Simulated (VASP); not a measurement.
# Fe in VASP: a series of runs

Fe is run at these levels: PBE; tasks: single point.

All numbers are computed with VASP 6.6.1; they aren't measurements. Logs are shortened: lines on timing, memory, paths and dates and some standing lists are left out, and cuts for length are marked.

**1. The cell of the first run**

It takes space group I4/mmm (No. 139, tetragonal). The conventional cell has a = 2.922 Å, b = 2.922 Å, c = 2.792 Å, α = 90.00°, β = 90.00°, γ = 90.00°. Within 3.3 Å of Fe (site symmetry 4/mmm) lie 14 Fe at 2.49 to 2.92 Å.

**2. Single point, PBE, collinear spin, ferromagnetic start (z stretched by -3 % at fixed volume)**

The input, INCAR:

```
SYSTEM = Fe
PREC = Accurate
ENCUT = 520
EDIFF = 1E-6
ISMEAR = -1
SIGMA = 0.05
LREAL = .False.
LASPH = .True.
NELM = 150
ALGO = Normal
ISIF = 2
LWAVE = .False.
LCHARG = .False.
ISPIN = 2
MAGMOM = 3
LORBIT = 11
LMAXMIX = 4
GGA = PE
NBANDS = 14
```

The input, KPOINTS:

```
regular mesh
0
Gamma
  20 20 20
  0 0 0
```

The input, POSCAR:

```
Fe
1.0
   -1.4610831316      1.4610831316      1.3958300000
    1.4610831316     -1.4610831316      1.3958300000
    1.4610831316      1.4610831316     -1.3958300000
Fe
1
Direct
    0.0000000000      0.0000000000      0.0000000000
```

Potentials or basis: VASP PAW PBE potentials, release 64 (Fe).

The run is started by

```
> cat potpaw_PBE.64/Fe/POTCAR > POTCAR
> mpirun -np 1 vasp_std > vasp.out
```

OUTCAR:

```text
SYSTEM = Fe
   PREC = Accurate
   ENCUT = 520
   EDIFF = 1E-6
   ISMEAR = -1
   LREAL = .False.
   LASPH = .True.
   NELM = 150
   ISIF = 2
   ISPIN = 2
   LORBIT = 11
   GGA = PE

 ion  position               nearest neighbor table
   1  0.000  0.000  0.000-

  LATTYP: Found a body centered tetragonal cell.
 ALAT       =     2.9221662632
 C/A-ratio  =     0.9553392068

  Lattice vectors:

 A1 = (  -1.4610831316,   1.4610831316,   1.3958300000)
 A2 = (   1.4610831316,  -1.4610831316,   1.3958300000)
 A3 = (   1.4610831316,   1.4610831316,  -1.3958300000)

Analysis of symmetry for initial positions (statically):
=====================================================================
 Subroutine PRICEL returns:
 Original cell was already a primitive cell.

 Routine SETGRP: Setting up the symmetry group for a
 body centered tetragonal supercell.

 Subroutine GETGRP returns: Found 16 space group operations
 (whereof 16 operations were pure point group operations)
 out of a pool of 16 trial point group operations.

The static configuration has the point symmetry D_4h.

Analysis of symmetry for dynamics (positions and initial velocities):
=====================================================================
 Subroutine PRICEL returns:
 Original cell was already a primitive cell.

 Routine SETGRP: Setting up the symmetry group for a
 body centered tetragonal supercell.

 Subroutine GETGRP returns: Found 16 space group operations
 (whereof 16 operations were pure point group operations)
 out of a pool of 16 trial point group operations.

The dynamic configuration has the point symmetry D_4h.

Analysis of structural, dynamic, and magnetic symmetry:
=====================================================================
 Subroutine PRICEL returns:
 Original cell was already a primitive cell.

 Routine SETGRP: Setting up the symmetry group for a
 body centered tetragonal supercell.

 Subroutine GETGRP returns: Found 16 space group operations
 (whereof 16 operations were pure point group operations)
 out of a pool of 16 trial point group operations.

The overall configuration has the point symmetry D_4h.

 Subroutine INISYM returns: Found 16 space group operations
 (whereof 16 operations are pure point group operations),
 and found     1 'primitive' translations

----------------------------------------------------------------------------------------

                                     Primitive cell

  volume of cell :      11.9191

  direct lattice vectors                    reciprocal lattice vectors
    -1.461083132  1.461083132  1.395830000     0.000000000  0.342211876  0.358209811
     1.461083132 -1.461083132  1.395830000     0.342211876  0.000000000  0.358209811
     1.461083132  1.461083132 -1.395830000     0.342211876  0.342211876  0.000000000

  length of vectors
     2.493565564  2.493565564  2.493565564     0.495402096  0.495402096  0.483960677

  position of ions in fractional coordinates (direct lattice)
     0.000000000  0.000000000  0.000000000

  ion indices of the primitive-cell ions
   primitive index   ion index
                 1           1

----------------------------------------------------------------------------------------

 KPOINTS: regular mesh

Automatic generation of k-mesh.
 Grid dimensions read from file:
 generate k-points for:   20   20   20

 Generating k-lattice:

  Cartesian coordinates                     Fractional coordinates (reciprocal lattice)
     0.000000000  0.017110594  0.017910491     0.050000000 -0.000000000  0.000000000
     0.017110594  0.000000000  0.017910491    -0.000000000  0.050000000  0.000000000
     0.017110594  0.017110594  0.000000000     0.000000000  0.000000000  0.050000000

  Length of vectors
     0.024770105  0.024770105  0.024198034

  Shift w.r.t. Gamma in fractional coordinates (k-lattice)
     0.000000000  0.000000000  0.000000000

 Subroutine IBZKPT returns following result:
 ===========================================

 Found    641 irreducible k-points:

 Following reciprocal coordinates:
            Coordinates               Weight
  0.000000  0.000000  0.000000      1.000000
  0.050000 -0.000000  0.000000      8.000000
  0.100000 -0.000000  0.000000      8.000000
  0.150000 -0.000000  0.000000      8.000000
  0.200000 -0.000000  0.000000      8.000000
  0.250000 -0.000000  0.000000      8.000000
[... 16 lines left out ...]
 -0.400000  0.050000 -0.000000     16.000000
 -0.350000  0.050000  0.000000     16.000000
 [... further k-points ...]
   k-points           NKPTS =    641   k-points in BZ     NKDIM =    641   number of bands    NBANDS=     14
   number of dos      NEDOS =    301   number of ions     NIONS =      1
   total plane-waves  NPLWV =   8000
   dimension x,y,z NGX =    20 NGY =   20 NGZ =   20
   dimension x,y,z NGXF=    40 NGYF=   40 NGZF=   40
   ions per type =               1
   NGX,Y,Z   is equivalent  to a cutoff of  13.33, 13.33, 13.33 a.u.
   NGXF,Y,Z  is equivalent  to a cutoff of  26.67, 26.67, 26.67 a.u.
 SYSTEM =  Fe
   PREC   = accura    normal or accurate (medium, high low for compatibility)
   ISTART =      0    job   : 0-new  1-cont  2-samecut
   ICHARG =      2    charge: 1-file 2-atom 10-const
   ISPIN  =      2    spin polarized calculation?
   LNONCOLLINEAR =      F non collinear calculations
   LSORBIT =      F    spin-orbit coupling
   LASPH  =      T    aspherical Exc in radial PAW
   ENCUT  =  520.0 eV  38.22 Ry    6.18 a.u.   4.64  4.64  4.64*2*pi/ulx,y,z
   NELM   =    150;   NELMIN=  2; NELMDL= -5     # of ELM steps
   EDIFF  = 0.1E-05   stopping-criterion for ELM
   LREAL  =      F    real-space projection
   EDIFFG = 0.1E-04   stopping-criterion for IOM
   NSW    =      0    number of steps for IOM
   IBRION =     -1    ionic relax: 0-MD 1-quasi-New 2-CG
   NFREE  =      0    steps in history (QN), initial steepest desc. (CG)
   ISIF   =      2    stress and relaxation
   ISYM   =      2    0-nonsym 1-usesym 2-fastsym
   POTIM  = 0.5000    time-step for ionic-motion
   TEBEG  =    0.0;   TEEND  =   0.0 temperature during run
   PSTRESS=    0.0 pullay stress
   NELECT =       8.0000    total number of electrons
   NUPDOWN=      -1.0000    fix difference up-down
   EMIN   =  10.00;   EMAX   =-10.00  energy-range for DOS
   EFERMI =   0.00;   METHOD = LEGACY
   ISMEAR =    -1;   SIGMA  =   0.05  broadening in eV -4-tet -1-fermi 0-gaus
   EFERMI_NEDOS =   21; number of points for ismear=-14 and -15
   IALGO  =     38    algorithm
   IMIX   =      4    mixing-type and parameters
     AMIX     =   0.40;   BMIX     =  1.00
     AMIX_MAG =   1.60;   BMIX_MAG =  1.00
  volume/ion in A,a.u.               =      11.92        80.43
  Fermi-wavevector in a.u.,A,eV,Ry     =   1.433367  2.708671 27.953723  2.054541
  Thomas-Fermi vector in A             =   2.552893
   LORBIT       =     11    0 simple, 1 ext, 2 COOP (PROOUT), +10 PAW based schemes
   GGA     = PE    functional components
   LHFCALC =     F    Hartree Fock is set to
   AEXX    =    0.0000 exact exchange contribution
   IVDW    =     0    specifies the selected vdW correction
   LEPSILON=     F    determine dielectric tensor
   LRPA    =     F    only Hartree local field effects (RPA)
 spin polarized calculation
  energy-cutoff  :      520.00
  volume of cell :       11.92
 maximum number of plane-waves:       338
   NGX =  9   NGY =  9   NGZ =  9

 number of electron       8.0000000 magnetization       2.2846449

 Free energy of the ion-electron system (eV)
  ---------------------------------------------------
  ext. energy  EPLUGINS =         0.00000000
  ---------------------------------------------------
  free energy    TOTEN  =        -8.22592876 eV

  energy without entropy =       -8.21745480  energy(sigma->0) =       -8.22169178

 E-fermi :   5.3253     XC(G=0): -12.8445

 val. band max:        5.3244591212   @ k =  -0.2000  -0.4000   0.1500
 cond. band min:       5.3257796823   @ k =  -0.2500   0.3000   0.2000
 fundamental gap:      0.0013205611
 Fermi energy:         5.3252885930

 spin component 1

 k-point     1 :       0.0000    0.0000    0.0000
  band No.  band energies     occupation
      1      -2.8103      1.00000
      2       2.9701      1.00000
      3       3.1986      1.00000
      4       3.1986      1.00000
      5       4.1213      1.00000
      6       4.3448      1.00000
      7      29.5180      0.00000
      8      29.5180      0.00000
      9      30.6181      0.00000
     10      34.3291      0.00000
     11      35.0794      0.00000
     12      35.7164      0.00000
     13      36.4409      0.00000
     14      36.4409      0.00000
[... 375 lines left out ...]
 k-point    24 :      -0.3500    0.0500    0.0000
  band No.  band energies     occupation
      1       0.3512      1.00000
      2       2.3074      1.00000
      3       3.2847      1.00000
      4       4.2471      1.00000
      5       4.3965      1.00000
      6       4.9600      0.99933
      7      17.6129      0.00000
      8      23.7851      0.00000
      9      25.8190      0.00000
     10      28.7688      0.00000
     11      32.2103      0.00000
     12      37.7534      0.00000
     13      39.6640      0.00000
     14      45.4674      0.00000

 [... further k-points ...]

 spin component 2

 k-point     1 :       0.0000    0.0000    0.0000
  band No.  band energies     occupation
      1      -2.6500      1.00000
      2       4.9168      0.99972
      3       5.2532      0.80882
      4       5.2532      0.80878
      5       6.8655      0.00000
      6       7.2263      0.00000
      7      29.2502      0.00000
      8      29.2502      0.00000
      9      30.3564      0.00000
     10      34.5733      0.00000
     11      35.1619      0.00000
     12      36.3733      0.00000
     13      37.5585      0.00000
     14      37.5585      0.00000
[... 375 lines left out ...]
 k-point    24 :      -0.3500    0.0500    0.0000
  band No.  band energies     occupation
      1       0.9147      1.00000
      2       4.1372      1.00000
      3       4.7897      0.99998
      4       6.8721      0.00000
      5       7.0963      0.00000
      6       7.2313      0.00000
      7      18.4473      0.00000
      8      24.0293      0.00000
      9      26.4187      0.00000
     10      29.1409      0.00000
     11      32.8033      0.00000
     12      37.9390      0.00000
     13      39.9186      0.00000
     14      45.7332      0.00000

 [... further k-points ...]

------------------------ aborting loop because EDIFF is reached ----------------------------------------

  FORCE on cell =-STRESS in cart. coord.  units (eV):
  Direction    XX          YY          ZZ          XY          YZ          ZX
  --------------------------------------------------------------------------------------
  -------------------------------------------------------------------------------------
  Total       -0.7345087     -0.7345087     -0.3456150      0.0000000     -0.0000000      0.0000000
  in kB      -98.7336408    -98.7336408    -46.4580339      0.0000000     -0.0000000      0.0000000
  external PRESSURE =     -81.3084385 kB  Pullay stress =       0.0000000 kB

 VOLUME and BASIS-vectors are now :
 -----------------------------------------------------------------------------
  energy-cutoff  :      520.00
  volume of cell :       11.92
      direct lattice vectors                 reciprocal lattice vectors
    -1.461083132  1.461083132  1.395830000     0.000000000  0.342211876  0.358209811
     1.461083132 -1.461083132  1.395830000     0.342211876  0.000000000  0.358209811
     1.461083132  1.461083132 -1.395830000     0.342211876  0.342211876  0.000000000

 POSITION                                       TOTAL-FORCE (eV/Angst)
 -----------------------------------------------------------------------------------
      0.00000      0.00000      0.00000        -0.000000     -0.000000     -0.000000
 -----------------------------------------------------------------------------------
    total drift:                                0.000000     -0.000000      0.000000

  FREE ENERGIE OF THE ION-ELECTRON SYSTEM (eV)
  ---------------------------------------------------
  free  energy   TOTEN  =        -8.2259287575 eV

  energy  without entropy=       -8.2174547969  energy(sigma->0) =       -8.22169178

 total charge

# of ion       s       p       d       tot
------------------------------------------
    1        0.467   0.498   6.208   7.174

 magnetization (x)

# of ion       s       p       d       tot
------------------------------------------
    1       -0.014  -0.054   2.359   2.291
```

Run time: 5.4 min. Hardware: 1 thread of Intel Xeon 8259CL, shared host; peak memory 0.27 GiB.

Results:

```
Free energy                                           : -8.2259 eV
Pressure                                              : -8.1 GPa
Net moment                                            : 2.28 μB per cell
Site moments                                          : Fe +2.29 μB
Valence electrons inside the program's atomic spheres : Fe 7.17
```

Stress tensor (GPa, compression positive):
```
-9.87  0.00  0.00
 0.00 -9.87  0.00
 0.00  0.00 -4.65
```

Levels at points of the mesh, in eV from the Fermi level:
Spin up:
```tsv
k point	band 3	band 4	band 5	band 6	band 7	band 8
(0.00, 0.00, 0.00)	-2.13	-2.13	-1.20	-0.98	24.19	24.19
(0.50, 0.00, 0.00)	-1.05	-0.75	0.30	0.69	7.11	17.66
(0.50, 0.50, 0.00)	-1.19	-1.01	0.25	0.32	6.63	18.67
(0.50, 0.50, 0.50)	0.01	0.01	0.10	9.05	9.05	10.80
```
Spin down:
| k point | band 1 | band 2 | band 3 | band 4 | band 5 | band 6 |
| --- | --- | --- | --- | --- | --- | --- |
| (0.00, 0.00, 0.00) | -7.98 | -0.41 | -0.07 | -0.07 | 1.54 | 1.90 |
| (0.50, 0.00, 0.00) | -3.31 | -1.52 | 0.78 | 1.66 | 2.06 | 2.62 |
| (0.50, 0.50, 0.00) | -3.36 | -1.14 | 0.39 | 1.35 | 1.90 | 2.60 |
| (0.50, 0.50, 0.50) | -2.73 | -2.64 | 2.33 | 2.33 | 2.35 | 9.32 |

Caveat: the cell stands under tension.

**3. Single point, PBE, collinear spin, ferromagnetic start (equal xy, yz and zx shear strains of +1 %)**

The input, INCAR:

```
SYSTEM = Fe
PREC = Accurate
ENCUT = 520
EDIFF = 1E-6
ISMEAR = -1
SIGMA = 0.05
LREAL = .FALSE.
LASPH = .TRUE.
NELM = 150
ALGO = Normal
ISIF = 2
LWAVE = .FALSE.
LCHARG = .FALSE.
ISPIN = 2
MAGMOM = 3
LORBIT = 11
LMAXMIX = 4
GGA = PE
NBANDS = 14
```

The input, KPOINTS:

```
regular mesh
0
G
  20 20 20
  0 0 0
```

The input, POSCAR:

```
Fe
1.0
   -1.4246100000      1.4390000000      1.4390000000
    1.4390000000     -1.4246100000      1.4390000000
    1.4390000000      1.4390000000     -1.4246100000
Fe
1
Direct
    0.0000000000      0.0000000000      0.0000000000
```

Potentials or basis: VASP PAW PBE potentials, release 64 (Fe).

The run is started by

```
> cat potpaw_PBE.64/Fe/POTCAR > POTCAR
> mpirun -np 1 vasp_std > vasp.out
```

Run time: 4.7 min. Hardware: 1 thread of Intel Xeon 8259CL, shared host; peak memory 0.29 GiB.

It converged, with:

| Quantity | Value |
| --- | --- |
| Free energy | -8.2312 eV |
| Pressure | -8.5 GPa |
| Net moment | 2.27 μB per cell |
| Site moments | Fe +2.28 μB |
| Valence electrons inside the program's atomic spheres | Fe 7.17 |

Stress tensor (GPa, compression positive):
```
-8.45 -0.64 -0.64
-0.64 -8.45 -0.64
-0.64 -0.64 -8.45
```

Levels at points of the mesh, in eV from the Fermi level:
Spin up:
```tsv
k point	band 3	band 4	band 5	band 6	band 7	band 8
(0.00, 0.00, 0.00)	-2.23	-2.13	-1.07	-1.07	24.44	24.44
(0.50, 0.00, 0.00)	-1.00	-0.88	0.27	0.48	6.85	18.07
(0.50, 0.50, 0.00)	-1.02	-0.93	0.33	0.65	7.06	17.83
(0.50, 0.50, 0.50)	-0.04	0.10	0.10	9.63	9.63	9.64
```
Spin down:
```csv
k point,band 1,band 2,band 3,band 4,band 5,band 6,band 7,band 8
"(0.00, 0.00, 0.00)",-7.97,-0.26,-0.26,-0.08,1.74,1.74,24.16,24.16
"(0.50, 0.00, 0.00)",-3.34,-1.43,0.57,1.62,2.00,2.61,8.26,18.11
"(0.50, 0.50, 0.00)",-3.31,-1.38,0.74,1.57,1.95,2.62,8.46,17.88
"(0.50, 0.50, 0.50)",-2.68,-2.68,2.28,2.36,2.36,9.90,9.90,9.90
```

Caveat: the cell differs from its parent crystal (equal xy, yz and zx shear strains of +1 %); the cell stands under tension.
